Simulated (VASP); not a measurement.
Write the native input for VASP 6.6.1 that does the following.

```yaml
Task: single point
Functional: r2SCAN
Potentials_or_basis: VASP PAW PBE potentials, release 64 (C, Sn_d)
Cutoff: 520 eV
k_mesh: 8 × 8 × 6
Occupations: gaussian, width 0.01 eV
Spin: no spin polarisation
Dipole_correction: no
Further_INCAR_settings: ALGO = Normal; EDIFF = 1e-06; NBANDS = 21
```

SnC3:

```xyz
4
Lattice="2.9789 0.0000 0.0000 0.0000 2.9789 0.0000 0.0000 0.0000 4.6435" Properties=species:S:1:pos:R:3 pbc="T T T"
C     1.4894    0.0000    3.8094
C     1.4894    1.4894    0.0000
C     0.0000    1.4894    0.8341
Sn    0.0000    0.0000    2.3218
```

The input as run:

POSCAR

```
SnC3
1.0
    2.9788882465      0.0000000000      0.0000000000
    0.0000000000      2.9788882465      0.0000000000
    0.0000000000      0.0000000000      4.6435166732
C Sn
3 1
Direct
    0.5000000000      0.0000000000      0.8203632745
    0.5000000000      0.5000000000      0.0000000000
    0.0000000000      0.5000000000      0.1796367255
    0.0000000000      0.0000000000      0.5000000000
```

INCAR.step1

```
ALGO = Normal
EDIFF = 1E-4
ENCUT = 520
GGA = PE
ISMEAR = 0
LASPH = True
LCHARG = False
LREAL = False
LWAVE = True
NBANDS = 21
NELM = 60
PREC = Accurate
SIGMA = 0.01
```

INCAR.step2

```
ALGO = Normal
EDIFF = 1E-6
ENCUT = 520
ISIF = 2
ISMEAR = 0
ISTART = 1
LASPH = True
LCHARG = True
LELF = True
LMIXTAU = True
LREAL = False
LVHAR = True
LWAVE = False
METAGGA = R2SCAN
NBANDS = 21
NELM = 60
PREC = Accurate
SIGMA = 0.01
```

KPOINTS

```
k-points
0
Gamma
  8 8 6
```

Potentials or basis: VASP PAW PBE potentials, release 64 (C, Sn_d).

The run is started by

```console
$ cat potpaw_PBE.64/C/POTCAR potpaw_PBE.64/Sn_d/POTCAR > POTCAR
$ cp INCAR.step1 INCAR
$ mpirun -np 1 vasp_std > vasp.out
$ cp INCAR.step2 INCAR
$ mpirun -np 1 vasp_std > vasp.out
```

It gave:

```yaml
Pressure: 0.4 GPa
Largest_force: 0.006 eV/Å
Band_gap_on_the_k_mesh: 0.40 eV, indirect (least direct gap 0.76 eV)
```

Caveat: the PAW data sets were made with another functional, which shifts forces and pressure a little; spin-orbit coupling is left out, which moves the levels of the heavy elements.

Run time: 48 s on 1 thread of Intel(R) Xeon(R) 6975P-C (Granite Rapids), on a shared host, peak memory 0.19 GiB.
